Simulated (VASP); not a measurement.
# PtSe2 (P-3m1) in VASP: notebook, part 2 of 2

VASP 6.6.1. Earlier steps stand in the parts before.

## Step 3: Single point, LDA

POSCAR reads:

```
PtSe2
1.0
    3.7240000000      0.0000000000      0.0000000000
   -1.8620000000      3.2250786037      0.0000000000
    0.0000000000      0.0000000000      5.0620000000
Pt Se
1 2
Direct
    0.0000000000      0.0000000000      0.0000000000
    0.6666666667      0.3333333333      0.7500000000
    0.3333333333      0.6666666667      0.2500000000
```

INCAR.step1 reads:

```
SYSTEM = PtSe2
PREC     = Accurate       ! precision mode
ENCUT    = 520            ! plane-wave cutoff, eV
EDIFF    = 1E-6           ! SCF threshold, eV
ISMEAR   = -1             ! smearing method
SIGMA    = 0.05           ! smearing width, eV
LREAL    = .FALSE.        ! projectors in reciprocal space
LASPH    = .TRUE.         ! aspherical terms in the spheres
NELM     = 100            ! most SCF steps
ALGO     = Normal         ! electronic algorithm
ISIF     = 2              ! what is computed and relaxed
LWAVE    = .FALSE.        ! write WAVECAR
LCHARG   = .TRUE.         ! write CHGCAR
LMAXMIX  = 4              ! l up to which the mixer works
NBANDS   = 18             ! bands
```

KPOINTS.step1 reads:

```
Automatic mesh
0
G
  8 8 5
  0 0 0
```

INCAR.step2 reads:

```
SYSTEM = PtSe2
PREC     = Accurate       ! precision mode
ENCUT    = 520            ! plane-wave cutoff, eV
EDIFF    = 1E-6           ! SCF threshold, eV
ISMEAR   = -5             ! smearing method
SIGMA    = 0.05           ! smearing width, eV
LREAL    = .FALSE.        ! projectors in reciprocal space
LASPH    = .TRUE.         ! aspherical terms in the spheres
NELM     = 100            ! most SCF steps
ALGO     = Normal         ! electronic algorithm
ISIF     = 2              ! what is computed and relaxed
LWAVE    = .FALSE.        ! write WAVECAR
LCHARG   = .FALSE.        ! write CHGCAR
LMAXMIX  = 4              ! l up to which the mixer works
LORBIT   = 10             ! projections on sites
NBANDS   = 18             ! bands
NEDOS    = 2001           ! points of the DOS
ICHARG   = 11             ! starting density
```

KPOINTS.step2 reads:

```
Automatic mesh
0
G
  12 12 8
  0 0 0
```

Potentials or basis: VASP PAW LDA potentials, release 64 (Pt, Se).

On the command line:

```
$ cat potpaw_LDA.64/Pt/POTCAR potpaw_LDA.64/Se/POTCAR > POTCAR
$ cp INCAR.step1 INCAR
$ cp KPOINTS.step1 KPOINTS
$ mpirun -np 1 vasp_std > vasp.out
$ cp INCAR.step2 INCAR
$ cp KPOINTS.step2 KPOINTS
$ mpirun -np 1 vasp_std > vasp.out
```

OUTCAR:

```text
SYSTEM = PtSe2
   PREC = Accurate
   ENCUT = 520
   EDIFF = 1E-6
   ISMEAR = -5
   LREAL = .FALSE.
   LASPH = .TRUE.
   NELM = 100
   ISIF = 2
   LORBIT = 10
   ICHARG = 11

 ion  position               nearest neighbor table
   1  0.000  0.000  0.000-   2 2.49   3 2.49   2 2.49   3 2.49   2 2.49   3 2.49
   2  0.667  0.333  0.750-   1 2.49   1 2.49   1 2.49
   3  0.333  0.667  0.250-   1 2.49   1 2.49   1 2.49

  LATTYP: Found a hexagonal cell.
 ALAT       =     3.7240000000
 C/A-ratio  =     1.3592910849
[... 703 lines left out ...]
  Total        0.0233872      0.0233872     -0.4391588      0.0000000      0.0000000      0.0000000
  in kB        0.6163349      0.6163349    -11.5733767      0.0000000      0.0000000      0.0000000
  external PRESSURE =      -3.4469023 kB  Pullay stress =       0.0000000 kB

 VOLUME and BASIS-vectors are now :
 -----------------------------------------------------------------------------
  energy-cutoff  :      520.00
  volume of cell :       60.80
      direct lattice vectors                 reciprocal lattice vectors
     3.724000000  0.000000000  0.000000000     0.268528464  0.155034981  0.000000000
    -1.862000000  3.225078604  0.000000000     0.000000000  0.310069962  0.000000000
     0.000000000  0.000000000  5.062000000     0.000000000  0.000000000  0.197550375

 POSITION                                       TOTAL-FORCE (eV/Angst)
 -----------------------------------------------------------------------------------
      0.00000      0.00000      0.00000        -0.000000      0.000000     -0.000000
      1.86200      1.07503      3.79650        -0.000000     -0.000000     -0.192120
     -0.00000      2.15005      1.26550         0.000000      0.000000      0.192120
 -----------------------------------------------------------------------------------
    total drift:                               -0.000000     -0.000000     -0.000000

  FREE ENERGIE OF THE ION-ELECTRON SYSTEM (eV)
  ---------------------------------------------------
  free  energy   TOTEN  =       -17.0586164811 eV

  energy  without entropy=      -17.0586164811  energy(sigma->0) =      -17.05861648

 total charge

# of ion       s       p       d       tot
------------------------------------------
    1        0.692   0.719   8.048   9.459
    2        1.488   2.240   0.070   3.799
    3        1.488   2.240   0.070   3.799
--------------------------------------------------
tot          3.668   5.200   8.188  17.057
```

OUTCAR.step1:

```text
SYSTEM = PtSe2
   PREC = Accurate
   ENCUT = 520
   EDIFF = 1E-6
   ISMEAR = -1
   LREAL = .FALSE.
[... 728 lines left out ...]
      0.00000      0.00000      0.00000         0.000000      0.000000     -0.000000
      1.86200      1.07503      3.79650        -0.000000     -0.000000     -0.247920
     -0.00000      2.15005      1.26550        -0.000000      0.000000      0.247920
 -----------------------------------------------------------------------------------
    total drift:                               -0.000000     -0.000000     -0.000000

  FREE ENERGIE OF THE ION-ELECTRON SYSTEM (eV)
  ---------------------------------------------------
  free  energy   TOTEN  =       -17.0614415537 eV

  energy  without entropy=      -17.0551093913  energy(sigma->0) =      -17.05827547
```

Run time: 48 s. Hardware: 1 thread of Intel Xeon 6975P-C (Granite Rapids), shared host; peak memory 0.25 GiB.

Results:

```
Valence electrons inside the program's atomic spheres : Pt 9.46; Se 3.80
```

Caveat: spin-orbit coupling is left out, which moves the levels of the heavy elements; tetrahedron occupations give inexact forces and stress in metals.

## Step 4: Single point, LDA+U

POSCAR is that of step 3.

INCAR.step1 reads:

```
SYSTEM = PtSe2
ALGO = Normal
EDIFF = 1E-7
ENCUT = 520
ISIF = 2
ISMEAR = -1
LASPH = .True.
LCHARG = .True.
LDAU = .True.
LDAUJ = 0 0
LDAUL = 2 -1
LDAUPRINT = 1
LDAUTYPE = 2
LDAUU = 1 0
LMAXMIX = 4
LREAL = .False.
LWAVE = .False.
NBANDS = 18
NELM = 150
PREC = Accurate
SIGMA = 0.05
```

KPOINTS.step1 reads:

```
k-points
0
Gamma
  8 8 5
  0 0 0
```

INCAR.step2 reads:

```
SYSTEM = PtSe2
ALGO = Normal
EDIFF = 1E-7
ENCUT = 520
ICHARG = 11
ISIF = 2
ISMEAR = -5
LASPH = .True.
LCHARG = .False.
LDAU = .True.
LDAUJ = 0 0
LDAUL = 2 -1
LDAUPRINT = 1
LDAUTYPE = 2
LDAUU = 1 0
LMAXMIX = 4
LORBIT = 11
LREAL = .False.
LWAVE = .False.
NBANDS = 18
NEDOS = 1001
NELM = 150
PREC = Accurate
SIGMA = 0.05
```

KPOINTS.step2 reads:

```
k-points
0
Gamma
  12 12 8
  0 0 0
```

Potentials or basis: VASP PAW LDA potentials, release 64 (Pt, Se).

On the command line:

```
$ cat potpaw_LDA.64/Pt/POTCAR potpaw_LDA.64/Se/POTCAR > POTCAR
$ cp INCAR.step1 INCAR
$ cp KPOINTS.step1 KPOINTS
$ mpirun -np 1 vasp_std > vasp.out
$ cp INCAR.step2 INCAR
$ cp KPOINTS.step2 KPOINTS
$ mpirun -np 1 vasp_std > vasp.out
```

OUTCAR:

```text
SYSTEM = PtSe2
   EDIFF = 1E-7
   ENCUT = 520
   ICHARG = 11
   ISIF = 2
   ISMEAR = -5
   LASPH = .True.
   LORBIT = 11
   LREAL = .False.
   NELM = 150
   PREC = Accurate

 ion  position               nearest neighbor table
   1  0.000  0.000  0.000-   2 2.49   3 2.49   2 2.49   3 2.49   2 2.49   3 2.49
   2  0.667  0.333  0.750-   1 2.49   1 2.49   1 2.49
   3  0.333  0.667  0.250-   1 2.49   1 2.49   1 2.49

  LATTYP: Found a hexagonal cell.
 ALAT       =     3.7240000000
 C/A-ratio  =     1.3592910849

  Lattice vectors:
[... 738 lines left out ...]
  Total       -0.2372591     -0.2372591     -0.5768989      0.0000000      0.0000000      0.0000000
  in kB       -6.2526098     -6.2526098    -15.2033104      0.0000000      0.0000000      0.0000000
  external PRESSURE =      -9.2361767 kB  Pullay stress =       0.0000000 kB

 VOLUME and BASIS-vectors are now :
 -----------------------------------------------------------------------------
  energy-cutoff  :      520.00
  volume of cell :       60.80
      direct lattice vectors                 reciprocal lattice vectors
     3.724000000  0.000000000  0.000000000     0.268528464  0.155034981  0.000000000
    -1.862000000  3.225078604  0.000000000     0.000000000  0.310069962  0.000000000
     0.000000000  0.000000000  5.062000000     0.000000000  0.000000000  0.197550375

 POSITION                                       TOTAL-FORCE (eV/Angst)
 -----------------------------------------------------------------------------------
      0.00000      0.00000      0.00000         0.000000      0.000000     -0.000000
      1.86200      1.07503      3.79650         0.000000      0.000000     -0.151171
     -0.00000      2.15005      1.26550        -0.000000      0.000000      0.151171
 -----------------------------------------------------------------------------------
    total drift:                               -0.000000     -0.000000      0.000000

  FREE ENERGIE OF THE ION-ELECTRON SYSTEM (eV)
  ---------------------------------------------------
  free  energy   TOTEN  =       -16.3492515238 eV

  energy  without entropy=      -16.3492515238  energy(sigma->0) =      -16.34925152

 total charge

# of ion       s       p       d       tot
------------------------------------------
    1        0.686   0.713   8.117   9.515
    2        1.488   2.238   0.069   3.795
    3        1.488   2.238   0.069   3.795
--------------------------------------------------
tot          3.663   5.188   8.255  17.106
```

It took 48 s on 1 thread of Intel Xeon 6975P-C (Granite Rapids), shared host; peak memory 0.25 GiB.

Results:

```yaml
Valence_electrons_inside_the_program's_atomic_spheres: Pt 9.52; Se 3.79
```

Levels at points of the mesh, in eV from the Fermi level:
| k point | band 8 | band 9 | band 10 | band 11 | band 12 | band 13 | band 14 | band 15 |
| --- | --- | --- | --- | --- | --- | --- | --- | --- |
| (0.00, 0.00, 0.00) | -2.75 | -1.08 | -1.08 | 0.37 | 1.39 | 1.39 | 3.50 | 4.02 |
| (0.50, 0.00, 0.00) | -3.76 | -3.67 | -3.56 | -3.10 | 0.56 | 2.29 | 4.68 | 5.74 |
| (0.00, 0.00, 0.50) | -3.03 | -1.80 | -1.52 | -1.52 | 2.24 | 2.24 | 4.72 | 6.18 |
| (0.50, 0.00, 0.50) | -3.76 | -3.43 | -2.86 | -1.39 | 0.91 | 1.41 | 4.50 | 4.62 |

Eigenvalues of the final occupation matrices:
| site | spin | trace | eigenvalues |
| --- | --- | --- | --- |
| site 1 d | 1 | 4.09 | 0.70 0.70 0.89 0.90 0.90 |
| site 1 d | 2 | 4.09 | 0.70 0.70 0.89 0.90 0.90 |

Caveat: spin-orbit coupling is left out, which moves the levels of the heavy elements; U without spin polarisation on a metal has little footing; tetrahedron occupations give inexact forces and stress in metals.
